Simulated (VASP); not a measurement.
Crystal: Ge.

```
CELL_PARAMETERS angstrom
3.89984 0.00000 0.00000
-2.89838 2.60924 0.00000
-0.50073 -1.30462 3.64088
ATOMIC_POSITIONS crystal
Ge 0.25000 0.75000 0.50000
Ge 0.50000 0.50000 0.00000
```

Base run:

* Program: VASP 6.6.1
* Functional: PBEsol
* Potentials or basis: VASP PAW PBE potentials, release 64 (Ge_d)
* Cutoff: 520 eV
* k mesh: 12 × 12 × 12
* Occupations: fermi-dirac, width 0.1 eV
* Spin: no spin polarisation

Its results: band gap on the k mesh zero (bands 14 and 15 overlap by 5.10 eV); pressure -0.7 GPa.

The run is repeated on the same cell with these changes: functional from PBEsol to BLYP; further incar settings from ALGO = Normal; EDIFF = 1e-07; NBANDS = 21 to ALGO = Normal; EDIFF = 1e-06; NBANDS = 21. What comes out?

Band gap on the k mesh zero (bands 14 and 15 overlap by 4.94 eV); pressure 9.6 GPa.

Caveats: the PAW data sets were made with another functional, which shifts forces and pressure a little; the cell stands under pressure (at least some runs).
